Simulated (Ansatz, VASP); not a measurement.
# One calculation of SiC, two programs

INCAR

```
PREC     = Accurate       # precision mode
ENCUT    = 520            # plane-wave cutoff, eV
EDIFF    = 1E-6           # SCF threshold, eV
ISMEAR   = 0              # smearing method
SIGMA    = 0.05           # smearing width, eV
LREAL    = F              # projectors in reciprocal space
LASPH    = T              # aspherical terms in the spheres
NELM     = 80             # most SCF steps
ALGO     = Normal         # electronic algorithm
ISIF     = 2              # what is computed and relaxed
LWAVE    = F              # write WAVECAR
LCHARG   = F              # write CHGCAR
GGA      = PE             # functional
NBANDS   = 11             # bands
```

The input KPOINTS:

```
regular mesh
0
Gamma
  12 12 12
```

The input POSCAR:

```
SiC
1.0
    0.0000000000      2.2291556238      2.2291556238
    2.2291556238      0.0000000000      2.2291556238
    2.1518782288      2.1518782288      0.0772773950
Si C
1 1
Direct
    0.0000000000      0.0000000000      0.0000000000
    0.7500000000      0.7500000000      0.7500000000
```

Input for Ansatz:

```yaml
crystal:
  lattice:
    - [0.0, 2.2291556238, 2.2291556238]
    - [2.2291556238, 0.0, 2.2291556238]
    - [2.1518782288, 2.1518782288, 0.077277395]
  atoms:
    - { symbol: Si, position: [0.0, 0.0, 0.0] }
    - { symbol: C, position: [0.75, 0.75, 0.75] }
basis:
  ecutwfc: 520.0
kpoints:
  mp_grid: { grid: [12, 12, 12] }
hamiltonian:
  xc: pbe
  pseudopotentials: { kind: paw, azcp: { folder: soft_1 } }
scf:
  occupations: { method: gaussian, width: 0.05 }
output:
  forces: true
  stress: true
  eigenvalues: true
```

Alike in both runs: task single point; functional PBE; k mesh 12 × 12 × 12; occupations gaussian, width 0.05 eV; no spin polarisation.

|  | VASP | Ansatz |
| --- | --- | --- |
| version | VASP 6.6.1 | Ansatz 0.2.0 |
| potentials or method | VASP PAW PBE potentials, release 64 (Si, C), cutoff 520 eV | scalar-relativistic, plane waves, PAW |
| valence electrons in the cell | 8 | 8 |

```csv
,VASP,Ansatz,Ansatz less VASP
gap on the k mesh at the Fermi level (eV),1.16,1.17,+0.006
least direct gap on the mesh (eV),4.18,4.19,+0.009
pressure (GPa),0.8,0.9,+0.04
"traceless stress, the component that is largest in VASP (GPa)",9.79,9.76,-0.031
rms of the force components (eV/Å),0.356,0.357,+0.0008
```

Atom by atom the forces differ by 0.001 eV/Å (rms over components).
